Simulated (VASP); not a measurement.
# Ti (Im-3m) in VASP: further runs, part 2 of 2

VASP 6.6.1. Earlier steps stand in the parts before.

## 6. Single point, r2SCAN (18.64 Å³/atom)

This run uses another cell than the first one, of 18.64 Å³/atom.

Input file POSCAR:

```
Ti
1.0
   -1.6704402841      1.6704402841      1.6704402841
    1.6704402841     -1.6704402841      1.6704402841
    1.6704402841      1.6704402841     -1.6704402841
Ti
1
Direct
    0.0000000000      0.0000000000      0.0000000000
```

Input file INCAR.step1:

```
PREC = Accurate ; ENCUT = 520
ISMEAR = -1 ; SIGMA = 0.1
LREAL = False ; LASPH = True
NELM = 60 ; NBANDS = 12
GGA = PE ; ALGO = Normal
EDIFF = 1E-4 ; LWAVE = True
LCHARG = False
```

Input file INCAR.step2:

```
PREC = Accurate ; ENCUT = 520
EDIFF = 1E-6 ; ISMEAR = -1
SIGMA = 0.1 ; LREAL = False
LASPH = True ; NELM = 60
ALGO = Normal ; ISIF = 2
LWAVE = False ; LCHARG = False
METAGGA = R2SCAN ; LMIXTAU = True
NBANDS = 12 ; ISTART = 1
```

Input file KPOINTS:

```
Automatic mesh
0
Gamma
  15 15 15
```

Potentials or basis: VASP PAW PBE potentials, release 64 (Ti_sv).

Launch:

```bash
$ cat potpaw_PBE.64/Ti_sv/POTCAR > POTCAR
$ cp INCAR.step1 INCAR
$ mpirun -np 1 vasp_std > vasp.out
$ cp INCAR.step2 INCAR
$ mpirun -np 1 vasp_std > vasp.out
```

OUTCAR:

```text
PREC = Accurate
   ENCUT = 520
   EDIFF = 1E-6
   ISMEAR = -1
   LREAL = False
   LASPH = True
   NELM = 60
   ISIF = 2
   METAGGA = R2SCAN
   ISTART = 1

 ion  position               nearest neighbor table
   1  0.000  0.000  0.000-

  LATTYP: Found a body centered cubic cell.
 ALAT       =     3.3408805682

  Lattice vectors:

 A1 = (  -1.6704402841,   1.6704402841,   1.6704402841)
 A2 = (   1.6704402841,  -1.6704402841,   1.6704402841)
 A3 = (   1.6704402841,   1.6704402841,  -1.6704402841)

Analysis of symmetry for initial positions (statically):
=====================================================================
 Subroutine PRICEL returns:
 Original cell was already a primitive cell.

 Routine SETGRP: Setting up the symmetry group for a
 body centered cubic supercell.

 Subroutine GETGRP returns: Found 48 space group operations
 (whereof 48 operations were pure point group operations)
 out of a pool of 48 trial point group operations.

The static configuration has the point symmetry O_h .

Analysis of symmetry for dynamics (positions and initial velocities):
=====================================================================
 Subroutine PRICEL returns:
 Original cell was already a primitive cell.

 Routine SETGRP: Setting up the symmetry group for a
 body centered cubic supercell.

 Subroutine GETGRP returns: Found 48 space group operations
 (whereof 48 operations were pure point group operations)
 out of a pool of 48 trial point group operations.

The dynamic configuration has the point symmetry O_h .

 Subroutine INISYM returns: Found 48 space group operations
 (whereof 48 operations are pure point group operations),
 and found     1 'primitive' translations

----------------------------------------------------------------------------------------

                                     Primitive cell

  volume of cell :      18.6446

  direct lattice vectors                    reciprocal lattice vectors
    -1.670440284  1.670440284  1.670440284     0.000000000  0.299322283  0.299322283
     1.670440284 -1.670440284  1.670440284     0.299322283  0.000000000  0.299322283
     1.670440284  1.670440284 -1.670440284     0.299322283  0.299322283  0.000000000

  length of vectors
     2.893287443  2.893287443  2.893287443     0.423305633  0.423305633  0.423305633

  position of ions in fractional coordinates (direct lattice)
     0.000000000  0.000000000  0.000000000

  ion indices of the primitive-cell ions
   primitive index   ion index
                 1           1

----------------------------------------------------------------------------------------

 KPOINTS: Automatic mesh

Automatic generation of k-mesh.
 Grid dimensions read from file:
 generate k-points for:   15   15   15

 Generating k-lattice:

  Cartesian coordinates                     Fractional coordinates (reciprocal lattice)
     0.000000000  0.019954819  0.019954819     0.066666667  0.000000000  0.000000000
     0.019954819  0.000000000  0.019954819     0.000000000  0.066666667  0.000000000
     0.019954819  0.019954819  0.000000000     0.000000000  0.000000000  0.066666667

  Length of vectors
     0.028220376  0.028220376  0.028220376

  Shift w.r.t. Gamma in fractional coordinates (k-lattice)
     0.000000000  0.000000000  0.000000000

 Subroutine IBZKPT returns following result:
 ===========================================

 Found    120 irreducible k-points:

 Following reciprocal coordinates:
            Coordinates               Weight
  0.000000  0.000000  0.000000      1.000000
  0.066667  0.000000  0.000000     12.000000
  0.133333  0.000000  0.000000     12.000000
  0.200000  0.000000  0.000000     12.000000
  0.266667  0.000000  0.000000     12.000000
  0.333333  0.000000  0.000000     12.000000
[... 16 lines left out ...]
  0.333333  0.200000  0.000000     48.000000
  0.400000  0.200000  0.000000     24.000000
 [... further k-points ...]
   k-points           NKPTS =    120   k-points in BZ     NKDIM =    120   number of bands    NBANDS=     12
   number of dos      NEDOS =    301   number of ions     NIONS =      1
   total plane-waves  NPLWV =  13824
   dimension x,y,z NGX =    24 NGY =   24 NGZ =   24
   dimension x,y,z NGXF=    48 NGYF=   48 NGZF=   48
   ions per type =               1
   NGX,Y,Z   is equivalent  to a cutoff of  13.79, 13.79, 13.79 a.u.
   NGXF,Y,Z  is equivalent  to a cutoff of  27.58, 27.58, 27.58 a.u.
 SYSTEM =  unknown system
   PREC   = accura    normal or accurate (medium, high low for compatibility)
   ISTART =      1    job   : 0-new  1-cont  2-samecut
   ICHARG =      0    charge: 1-file 2-atom 10-const
   ISPIN  =      1    spin polarized calculation?
   LNONCOLLINEAR =      F non collinear calculations
   LSORBIT =      F    spin-orbit coupling
   LASPH  =      T    aspherical Exc in radial PAW
   ENCUT  =  520.0 eV  38.22 Ry    6.18 a.u.   5.38  5.38  5.38*2*pi/ulx,y,z
   NELM   =     60;   NELMIN=  2; NELMDL=  0     # of ELM steps
   EDIFF  = 0.1E-05   stopping-criterion for ELM
   LREAL  =      F    real-space projection
   EDIFFG = 0.1E-04   stopping-criterion for IOM
   NSW    =      0    number of steps for IOM
   IBRION =     -1    ionic relax: 0-MD 1-quasi-New 2-CG
   NFREE  =      0    steps in history (QN), initial steepest desc. (CG)
   ISIF   =      2    stress and relaxation
   ISYM   =      2    0-nonsym 1-usesym 2-fastsym
   POTIM  = 0.5000    time-step for ionic-motion
   TEBEG  =    0.0;   TEEND  =   0.0 temperature during run
   PSTRESS=    0.0 pullay stress
   NELECT =      12.0000    total number of electrons
   NUPDOWN=      -1.0000    fix difference up-down
   EMIN   =  10.00;   EMAX   =-10.00  energy-range for DOS
   EFERMI =   0.00;   METHOD = LEGACY
   ISMEAR =    -1;   SIGMA  =   0.10  broadening in eV -4-tet -1-fermi 0-gaus
   EFERMI_NEDOS =   21; number of points for ismear=-14 and -15
   IALGO  =     38    algorithm
   IMIX   =      4    mixing-type and parameters
     AMIX     =   0.40;   BMIX     =  1.00
     AMIX_MAG =   1.60;   BMIX_MAG =  1.00
  volume/ion in A,a.u.               =      18.64       125.82
  Fermi-wavevector in a.u.,A,eV,Ry     =   1.413463  2.671057 27.182757  1.997876
  Thomas-Fermi vector in A             =   2.535106
   LORBIT       =      0    0 simple, 1 ext, 2 COOP (PROOUT), +10 PAW based schemes
   METAGGA = R2SCAN    functional components
   LHFCALC =     F    Hartree Fock is set to
   AEXX    =    0.0000 exact exchange contribution
   IVDW    =     0    specifies the selected vdW correction
   LEPSILON=     F    determine dielectric tensor
   LRPA    =     F    only Hartree local field effects (RPA)
 non-spin polarized calculation
  energy-cutoff  :      520.00
  volume of cell :       18.64
 maximum number of plane-waves:       531
 NGX is ok and might be reduce to    24
   NGX = 11   NGY = 11   NGZ = 11

 number of electron      12.0000003 magnetization

 Free energy of the ion-electron system (eV)
  ---------------------------------------------------
  ext. energy  EPLUGINS =         0.00000000
  ---------------------------------------------------
  free energy    TOTEN  =       -12.82014244 eV

  energy without entropy =      -12.73985223  energy(sigma->0) =      -12.77999734

 E-fermi :   7.4003     XC(G=0): -12.0421

 val. band max:        7.3994798506   @ k =   0.3333   0.1333   0.0667
 cond. band min:       7.4036215322   @ k =  -0.3333  -0.4667   0.0667
 fundamental gap:      0.0041416816
 Fermi energy:         7.4003378920

 k-point     1 :       0.0000    0.0000    0.0000
  band No.  band energies     occupation
      1     -51.6745      2.00000
      2     -26.5491      2.00000
      3     -26.5491      2.00000
      4     -26.5491      2.00000
      5       1.2111      2.00000
      6       8.4645      0.00005
      7       8.4645      0.00005
      8       8.4646      0.00005
      9      10.0963      0.00000
     10      10.0963      0.00000
     11      24.9800      0.00000
     12      24.9800      0.00000

 k-point     2 :       0.0667    0.0000    0.0000
  band No.  band energies     occupation
      1     -51.6701      2.00000
      2     -26.5737      2.00000
      3     -26.5567      2.00000
      4     -26.5493      2.00000
      5       1.3593      2.00000
      6       8.3979      0.00009
      7       8.4436      0.00006
      8       8.5674      0.00002
      9      10.0205      0.00000
     10      10.1001      0.00000
     11      24.6623      0.00000
     12      24.9424      0.00000
[... 316 lines left out ...]
 k-point    24 :       0.4000    0.2000    0.0000
  band No.  band energies     occupation
      1     -51.5642      2.00000
      2     -27.0311      2.00000
      3     -26.7996      2.00000
      4     -26.6034      2.00000
      5       5.7416      2.00000
      6       7.0635      1.93343
      7       7.2881      1.50900
      8      10.0409      0.00000
      9      10.5413      0.00000
     10      12.9319      0.00000
     11      15.6697      0.00000
     12      18.4357      0.00000

 [... further k-points ...]
[... 5 lines left out ...]
  --------------------------------------------------------------------------------------
  -------------------------------------------------------------------------------------
  Total       -0.8448656     -0.8448656     -0.8448656     -0.0000000      0.0000000     -0.0000000
  in kB      -72.6014641    -72.6014641    -72.6014641     -0.0000000      0.0000000     -0.0000000
  external PRESSURE =     -72.6014641 kB  Pullay stress =       0.0000000 kB

 VOLUME and BASIS-vectors are now :
 -----------------------------------------------------------------------------
  energy-cutoff  :      520.00
  volume of cell :       18.64
      direct lattice vectors                 reciprocal lattice vectors
    -1.670440284  1.670440284  1.670440284     0.000000000  0.299322283  0.299322283
     1.670440284 -1.670440284  1.670440284     0.299322283  0.000000000  0.299322283
     1.670440284  1.670440284 -1.670440284     0.299322283  0.299322283  0.000000000

 POSITION                                       TOTAL-FORCE (eV/Angst)
 -----------------------------------------------------------------------------------
      0.00000      0.00000      0.00000         0.000000      0.000000      0.000000
 -----------------------------------------------------------------------------------
    total drift:                                0.000000      0.000000     -0.000000

  FREE ENERGIE OF THE ION-ELECTRON SYSTEM (eV)
  ---------------------------------------------------
  free  energy   TOTEN  =       -12.8201424419 eV

  energy  without entropy=      -12.7398522302  energy(sigma->0) =      -12.77999734
```

OUTCAR.step1:

```text
PREC = Accurate
   ENCUT = 520
   ISMEAR = -1
   LREAL = False
   LASPH = True
   NELM = 60
[... 575 lines left out ...]
 POSITION                                       TOTAL-FORCE (eV/Angst)
 -----------------------------------------------------------------------------------
      0.00000      0.00000      0.00000         0.000000      0.000000     -0.000000
 -----------------------------------------------------------------------------------
    total drift:                                0.000000      0.000000      0.000000

  FREE ENERGIE OF THE ION-ELECTRON SYSTEM (eV)
  ---------------------------------------------------
  free  energy   TOTEN  =        -7.7318530009 eV

  energy  without entropy=       -7.6470765147  energy(sigma->0) =       -7.68946476
```

It took 70 s on 1 thread of Intel Xeon 8259CL, shared host; peak memory 0.16 GiB.

Results:

* Free energy: -12.8201 eV
* Pressure: -7.3 GPa
* Band gap on the k mesh: zero (bands 6 and 7 overlap by 1.69 eV)

Levels at points of the mesh, in eV from the Fermi level:
```csv
k point,band 3,band 4,band 5,band 6,band 7,band 8,band 9,band 10
"(0.00, 0.00, 0.00)",-33.95,-33.95,-6.19,1.06,1.06,1.06,2.70,2.70
```

Caveat: the cell stands under tension; the PAW data sets were made with another functional, which shifts forces and pressure a little.

## 7. Summary

```tsv
cell	gap on the mesh (eV)	pressure (GPa)
a = 2.743 Å, angles 109.5°, 1 atom	none	10.9
a = 2.782 Å, angles 109.5°, 1 atom	none	5.1
a = 2.820 Å, angles 109.5°, 1 atom	none	0.3
a = 2.857 Å, angles 109.5°, 1 atom	none	-3.7
a = 2.893 Å, angles 109.5°, 1 atom	none	-7.3
```

Alike in all rows: task single point; level r2SCAN; potentials or basis VASP PAW PBE potentials, release 64 (Ti_sv); no spin polarisation; k mesh 15 × 15 × 15; cutoff (eV) 520; smearing fermi-dirac 0.1 eV.

Caveats: the PAW data sets were made with another functional, which shifts forces and pressure a little; the cell stands under pressure (at least some runs); the cell stands under tension (at least some runs).

Total energies depend on the potentials used, so only differences within one code and one set of settings carry meaning.
